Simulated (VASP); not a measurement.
# ZnCdF4 (P4/mmm) in VASP: single point with PBE

Aim: the single point of ZnCdF4 with PBE.

Program: VASP 6.6.1. These are calculated values, not measurements. Logs are shortened: lines on timing, memory, paths and dates and some standing lists are left out, and cuts for length are marked.

## (1) The cell of the first run

The structure is tetragonal, space group P4/mmm (No. 123). Conventional cell: a = 3.686 Å, b = 3.686 Å, c = 6.839 Å, α = 90.00°, β = 90.00°, γ = 90.00°. Zn (site symmetry 4/mmm) has 6 F at 1.84 to 2.22 Å within 2.4 Å. Within 3.9 Å of Cd (site symmetry 4/mmm) lie 16 F at 2.87 to 3.88 Å and 4 Cd at 3.69 Å. Within 2.9 Å of F (site symmetry 4mm) lie 1 Zn at 2.22 Å and 5 F at 2.39 to 2.89 Å and 4 Cd at 2.87 Å. Within 2.4 Å of F (site symmetry mmm) lie 2 Zn at 1.84 Å.

## (2) Single point, PBE

INCAR reads:

```
PREC = Accurate
ENCUT = 600
EDIFF = 1E-6
ISMEAR = 0
SIGMA = 0.1
LREAL = False
LASPH = True
NELM = 120
ALGO = Normal
ISIF = 2
LWAVE = False
LCHARG = False
GGA = PE
NBANDS = 39
GGA_COMPAT = False
```

KPOINTS reads:

```
regular mesh
0
Gamma
  6 6 4
```

POSCAR reads:

```
ZnCdF4
1.0
    3.6855032737      0.0000000000      0.0000000000
    0.0000000000      3.6855032737      0.0000000000
    0.0000000000      0.0000000000      6.8389183805
Zn Cd F
1 1 4
Direct
    0.0000000000      0.0000000000      0.0000000000
    0.5000000000      0.5000000000      0.5000000000
    0.0000000000      0.0000000000      0.6747595523
    0.5000000000      0.0000000000      0.0000000000
    0.0000000000      0.5000000000      0.0000000000
    0.0000000000      0.0000000000      0.3252404477
```

Potentials or basis: VASP PAW PBE potentials, release 64 (Zn, Cd_sv_GW, F).

Started as:

```console
> cat potpaw_PBE.64/Zn/POTCAR potpaw_PBE.64/Cd_sv_GW/POTCAR potpaw_PBE.64/F/POTCAR > POTCAR
> mpirun -np 1 vasp_std > vasp.out
```

OUTCAR:

```text
PREC = Accurate
   ENCUT = 600
   EDIFF = 1E-6
   ISMEAR = 0
   LREAL = False
   LASPH = True
   NELM = 120
   ISIF = 2
   GGA = PE

 ion  position               nearest neighbor table
   1  0.000  0.000  0.000-   4 1.84   5 1.84   5 1.84   4 1.84   3 2.22   6 2.22
   2  0.500  0.500  0.500-
   3  0.000  0.000  0.675-   1 2.22
   4  0.500  0.000  0.000-   1 1.84   1 1.84
   5  0.000  0.500  0.000-   1 1.84   1 1.84
   6  0.000  0.000  0.325-   1 2.22

  LATTYP: Found a simple tetragonal cell.
 ALAT       =     3.6855032737
 C/A-ratio  =     1.8556267279

  Lattice vectors:

 A1 = (   3.6855032737,   0.0000000000,   0.0000000000)
 A2 = (   0.0000000000,   3.6855032737,   0.0000000000)
 A3 = (   0.0000000000,   0.0000000000,   6.8389183805)

Analysis of symmetry for initial positions (statically):
=====================================================================
 Subroutine PRICEL returns:
 Original cell was already a primitive cell.

 Routine SETGRP: Setting up the symmetry group for a
 simple tetragonal supercell.

 Subroutine GETGRP returns: Found 16 space group operations
 (whereof 16 operations were pure point group operations)
 out of a pool of 16 trial point group operations.

The static configuration has the point symmetry D_4h.

Analysis of symmetry for dynamics (positions and initial velocities):
=====================================================================
 Subroutine PRICEL returns:
 Original cell was already a primitive cell.

 Routine SETGRP: Setting up the symmetry group for a
 simple tetragonal supercell.

 Subroutine GETGRP returns: Found 16 space group operations
 (whereof 16 operations were pure point group operations)
 out of a pool of 16 trial point group operations.

The dynamic configuration has the point symmetry D_4h.

 Subroutine INISYM returns: Found 16 space group operations
 (whereof 16 operations are pure point group operations),
 and found     1 'primitive' translations

----------------------------------------------------------------------------------------

                                     Primitive cell

  volume of cell :      92.8926

  direct lattice vectors                    reciprocal lattice vectors
     3.685503274  0.000000000  0.000000000     0.271333364  0.000000000  0.000000000
     0.000000000  3.685503274  0.000000000     0.000000000  0.271333364  0.000000000
     0.000000000  0.000000000  6.838918381     0.000000000  0.000000000  0.146221953

  length of vectors
     3.685503274  3.685503274  6.838918381     0.271333364  0.271333364  0.146221953

  position of ions in fractional coordinates (direct lattice)
     0.000000000  0.000000000  0.000000000
     0.500000000  0.500000000  0.500000000
     0.000000000  0.000000000  0.674759552
     0.500000000  0.000000000  0.000000000
     0.000000000  0.500000000  0.000000000
     0.000000000  0.000000000  0.325240448

  ion indices of the primitive-cell ions
   primitive index   ion index
                 1           1
                 2           2
                 3           3
                 4           4
                 5           5
                 6           6

----------------------------------------------------------------------------------------

 KPOINTS: regular mesh

Automatic generation of k-mesh.
 Grid dimensions read from file:
 generate k-points for:    6    6    4

 Generating k-lattice:

  Cartesian coordinates                     Fractional coordinates (reciprocal lattice)
     0.045222227  0.000000000  0.000000000     0.166666667  0.000000000  0.000000000
     0.000000000  0.045222227  0.000000000     0.000000000  0.166666667  0.000000000
     0.000000000  0.000000000  0.036555488     0.000000000  0.000000000  0.250000000

  Length of vectors
     0.045222227  0.045222227  0.036555488

  Shift w.r.t. Gamma in fractional coordinates (k-lattice)
     0.000000000  0.000000000  0.000000000

 Subroutine IBZKPT returns following result:
 ===========================================

 Found     30 irreducible k-points:

 Following reciprocal coordinates:
            Coordinates               Weight
  0.000000  0.000000  0.000000      1.000000
  0.166667  0.000000  0.000000      4.000000
  0.333333  0.000000  0.000000      4.000000
  0.500000  0.000000  0.000000      2.000000
  0.166667  0.166667  0.000000      4.000000
  0.333333  0.166667  0.000000      8.000000
[... 16 lines left out ...]
  0.333333  0.000000  0.500000      4.000000
  0.500000  0.000000  0.500000      2.000000
 [... further k-points ...]
   k-points           NKPTS =     30   k-points in BZ     NKDIM =     30   number of bands    NBANDS=     39
   number of dos      NEDOS =    301   number of ions     NIONS =      6
   total plane-waves  NPLWV =  50400
   dimension x,y,z NGX =    30 NGY =   30 NGZ =   56
   dimension x,y,z NGXF=    60 NGYF=   60 NGZF=  112
   ions per type =               1   1   4
   NGX,Y,Z   is equivalent  to a cutoff of  13.53, 13.53, 13.61 a.u.
   NGXF,Y,Z  is equivalent  to a cutoff of  27.06, 27.06, 27.23 a.u.
 SYSTEM =  unknown system
   PREC   = accura    normal or accurate (medium, high low for compatibility)
   ISTART =      0    job   : 0-new  1-cont  2-samecut
   ICHARG =      2    charge: 1-file 2-atom 10-const
   ISPIN  =      1    spin polarized calculation?
   LNONCOLLINEAR =      F non collinear calculations
   LSORBIT =      F    spin-orbit coupling
   LASPH  =      T    aspherical Exc in radial PAW
   ENCUT  =  600.0 eV  44.10 Ry    6.64 a.u.   7.36  7.36 13.66*2*pi/ulx,y,z
   NELM   =    120;   NELMIN=  2; NELMDL= -5     # of ELM steps
   EDIFF  = 0.1E-05   stopping-criterion for ELM
   LREAL  =      F    real-space projection
   EDIFFG = 0.1E-04   stopping-criterion for IOM
   NSW    =      0    number of steps for IOM
   IBRION =     -1    ionic relax: 0-MD 1-quasi-New 2-CG
   NFREE  =      0    steps in history (QN), initial steepest desc. (CG)
   ISIF   =      2    stress and relaxation
   ISYM   =      2    0-nonsym 1-usesym 2-fastsym
   POTIM  = 0.5000    time-step for ionic-motion
   TEBEG  =    0.0;   TEEND  =   0.0 temperature during run
   PSTRESS=    0.0 pullay stress
   NELECT =      60.0000    total number of electrons
   NUPDOWN=      -1.0000    fix difference up-down
   EMIN   =  10.00;   EMAX   =-10.00  energy-range for DOS
   EFERMI =   0.00;   METHOD = LEGACY
   ISMEAR =     0;   SIGMA  =   0.10  broadening in eV -4-tet -1-fermi 0-gaus
   EFERMI_NEDOS =   21; number of points for ismear=-14 and -15
   IALGO  =     38    algorithm
   IMIX   =      4    mixing-type and parameters
     AMIX     =   0.40;   BMIX     =  1.00
     AMIX_MAG =   1.60;   BMIX_MAG =  1.00
  volume/ion in A,a.u.               =      15.48       104.48
  Fermi-wavevector in a.u.,A,eV,Ry     =   1.415136  2.674220 27.247169  2.002610
  Thomas-Fermi vector in A             =   2.536606
   LORBIT       =      0    0 simple, 1 ext, 2 COOP (PROOUT), +10 PAW based schemes
   GGA     = PE    functional components
   LHFCALC =     F    Hartree Fock is set to
   AEXX    =    0.0000 exact exchange contribution
   IVDW    =     0    specifies the selected vdW correction
   LEPSILON=     F    determine dielectric tensor
   LRPA    =     F    only Hartree local field effects (RPA)
 non-spin polarized calculation
 Gauss-broadening in eV      SIGMA  =   0.10
  energy-cutoff  :      600.00
  volume of cell :       92.89
 maximum number of plane-waves:      3132
 NGX is ok and might be reduce to    30
   NGX = 15   NGY = 15   NGZ = 27

 number of electron      59.9999970 magnetization

 Free energy of the ion-electron system (eV)
  ---------------------------------------------------
  ext. energy  EPLUGINS =         0.00000000
  ---------------------------------------------------
  free energy    TOTEN  =       -19.17661625 eV

  energy without entropy =      -19.17501400  energy(sigma->0) =      -19.17581513

 E-fermi :  -0.2142     XC(G=0):  -9.2442

 val. band max:       -0.3285811527   @ k =   0.1667   0.0000   0.5000
 cond. band min:      -0.0963795206   @ k =   0.1667   0.1667   0.0000
 fundamental gap:      0.2322016320
 Fermi energy:        -0.2141989872

 k-point     1 :       0.0000    0.0000    0.0000
  band No.  band energies     occupation
      1    -102.5127      2.00000
      2     -63.6012      2.00000
      3     -63.5715      2.00000
      4     -63.5715      2.00000
      5     -22.6307      2.00000
      6     -21.7843      2.00000
[... 31 lines left out ...]
     38      12.6432      0.00000
     39      14.1936      0.00000

 k-point     2 :       0.1667    0.0000    0.0000
  band No.  band energies     occupation
      1    -102.5127      2.00000
      2     -63.6012      2.00000
      3     -63.5719      2.00000
      4     -63.5714      2.00000
      5     -22.5558      2.00000
      6     -21.8146      2.00000
[... 31 lines left out ...]
     38      12.4683      0.00000
     39      13.6401      0.00000

 k-point     3 :       0.3333    0.0000    0.0000
  band No.  band energies     occupation
      1    -102.5127      2.00000
      2     -63.6011      2.00000
      3     -63.5726      2.00000
      4     -63.5714      2.00000
      5     -22.3703      2.00000
      6     -21.9099      2.00000
[... 31 lines left out ...]
     38      13.5878      0.00000
     39      13.7567      0.00000

 k-point     4 :       0.5000    0.0000    0.0000
  band No.  band energies     occupation
      1    -102.5127      2.00000
      2     -63.6011      2.00000
      3     -63.5731      2.00000
      4     -63.5714      2.00000
      5     -22.2193      2.00000
      6     -22.0151      2.00000
[... 31 lines left out ...]
     38      13.7441      0.00000
     39      14.7519      0.00000
[... 754 lines left out ...]
     38      12.4338      0.00000
     39      13.2977      0.00000

 k-point    23 :       0.3333    0.0000    0.5000
  band No.  band energies     occupation
      1    -102.5127      2.00000
      2     -63.6011      2.00000
      3     -63.5726      2.00000
      4     -63.5714      2.00000
      5     -22.3638      2.00000
      6     -21.9093      2.00000
[... 31 lines left out ...]
     38      12.1707      0.00000
     39      13.1115      0.00000

 k-point    24 :       0.5000    0.0000    0.5000
  band No.  band energies     occupation
      1    -102.5127      2.00000
      2     -63.6010      2.00000
      3     -63.5730      2.00000
      4     -63.5713      2.00000
      5     -22.2119      2.00000
      6     -22.0150      2.00000
[... 31 lines left out ...]
     38      11.7071      0.00000
     39      12.0137      0.00000

 [... further k-points ...]
[... 5 lines left out ...]
  --------------------------------------------------------------------------------------
  -------------------------------------------------------------------------------------
  Total        0.1145966      0.1145966     -0.2092340      0.0000000      0.0000000     -0.0000000
  in kB        1.9765196      1.9765196     -3.6087912      0.0000000      0.0000000     -0.0000000
  external PRESSURE =       0.1147493 kB  Pullay stress =       0.0000000 kB

 VOLUME and BASIS-vectors are now :
 -----------------------------------------------------------------------------
  energy-cutoff  :      600.00
  volume of cell :       92.89
      direct lattice vectors                 reciprocal lattice vectors
     3.685503274  0.000000000  0.000000000     0.271333364  0.000000000  0.000000000
     0.000000000  3.685503274  0.000000000     0.000000000  0.271333364  0.000000000
     0.000000000  0.000000000  6.838918381     0.000000000  0.000000000  0.146221953

 POSITION                                       TOTAL-FORCE (eV/Angst)
 -----------------------------------------------------------------------------------
      0.00000      0.00000      0.00000         0.000000      0.000000      0.000000
      1.84275      1.84275      3.41946         0.000000      0.000000      0.000000
      0.00000      0.00000      4.61463        -0.000000     -0.000000     -0.023467
      1.84275      0.00000      0.00000         0.000000      0.000000      0.000000
      0.00000      1.84275      0.00000         0.000000      0.000000      0.000000
      0.00000      0.00000      2.22429         0.000000     -0.000000      0.023467
 -----------------------------------------------------------------------------------
    total drift:                                0.000000     -0.000000      0.000000

  FREE ENERGIE OF THE ION-ELECTRON SYSTEM (eV)
  ---------------------------------------------------
  free  energy   TOTEN  =       -19.1766162519 eV

  energy  without entropy=      -19.1750139982  energy(sigma->0) =      -19.17581513
```

Run time: 2.4 min. Hardware: 1 thread of Intel Xeon Platinum 8259CL at 2.50GHz (Skylake/Cascade Lake), shared host; peak memory 0.31 GiB.

What came out:

```yaml
Free_energy: -19.1766 eV
Pressure: 0.0 GPa
Largest_force: 0.023 eV/Å
Band_gap_on_the_k_mesh: zero (bands 30 and 31 overlap by 1.53 eV)
```

Forces in eV/Å, atoms in the order of the input:
```
Zn   0.000  0.000  0.000
Cd   0.000  0.000  0.000
F    0.000  0.000 -0.023
F    0.000  0.000  0.000
F    0.000  0.000  0.000
F    0.000  0.000  0.023
```

Levels at points of the mesh, in eV from the Fermi level:
```csv
k point,band 27,band 28,band 29,band 30,band 31,band 32,band 33,band 34
"(0.00, 0.00, 0.00)",-2.17,-2.07,-2.07,-1.53,-0.90,4.83,6.02,9.99
"(0.50, 0.00, 0.00)",-1.72,-1.68,-1.61,-1.23,1.53,4.12,6.53,8.98
"(0.50, 0.50, 0.00)",-1.69,-1.69,-1.31,0.63,1.28,5.71,5.71,6.42
"(0.00, 0.00, 0.50)",-2.19,-2.07,-2.07,-1.57,-0.50,3.91,7.12,9.98
"(0.50, 0.00, 0.50)",-2.23,-1.78,-1.68,-0.56,1.54,4.22,6.30,8.43
"(0.50, 0.50, 0.50)",-1.75,-1.31,-0.80,0.63,1.22,5.72,5.72,6.65
```
